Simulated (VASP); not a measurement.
Wanted: the native input for a VASP 6.6.1 run.

| Item | Value |
| --- | --- |
| Task | single point |
| Functional | PBE |
| Potentials or basis | VASP PAW PBE potentials, release 64 (Ir, Cl) |
| Cutoff | 520 eV |
| k mesh | 12 × 12 × 1 |
| Occupations | gaussian, width 0.1 eV |
| Spin | no spin polarisation |
| Dipole correction | yes |
| Further INCAR settings | ALGO = Normal; EDIFF = 1e-07; NBANDS = 25 |

The structure of Ir3Cl lies in POSCAR:

```
Ir3Cl
1.0
    2.7367600872      0.0000000000      0.0000000000
   -1.3683800436      2.3701037596      0.0000000000
    0.0000000000      0.0000000000     19.8425800730
Ir Cl
3 1
Direct
    0.6666666667      0.3333333334      0.2015866881
    0.3333333333      0.6666666667      0.3110139949
    0.0000000000      0.0000000000      0.4204382718
    0.3333333333      0.1666666666      0.5353760290
```

These files were run (other wordings do the same):

INCAR

```
SYSTEM = Ir3Cl
  PREC = Accurate
  ENCUT = 520
  EDIFF = 1E-7
  ISMEAR = 0
  SIGMA = 0.1
  LREAL = .False.
  LASPH = .True.
  NELM = 80
  ALGO = Normal
  ISIF = 2
  LWAVE = .False.
  LCHARG = .False.
  LDIPOL = .True.
  IDIPOL = 3
  DIPOL = 0.5 0.5 0.367
  GGA = PE
  NBANDS = 25
```

KPOINTS

```
regular mesh
0
Gamma
  12 12 1
  0 0 0
```

Potentials or basis: VASP PAW PBE potentials, release 64 (Ir, Cl).

Launch:

```sh
$ cat potpaw_PBE.64/Ir/POTCAR potpaw_PBE.64/Cl/POTCAR > POTCAR
$ mpirun -np 1 vasp_std > vasp.out
```

It gave:

| Item | Value |
| --- | --- |
| Largest force | 0.884 eV/Å |
| Band gap on the k mesh | zero (bands 17 and 18 overlap by 1.48 eV) |

Caveat: spin-orbit coupling is left out, which moves the levels of the heavy elements.

Run time: 3.8 min on 1 thread of Intel(R) Xeon(R) Platinum 8375C CPU @ 2.90GHz (Ice Lake) (shared host), peak memory 0.31 GiB.
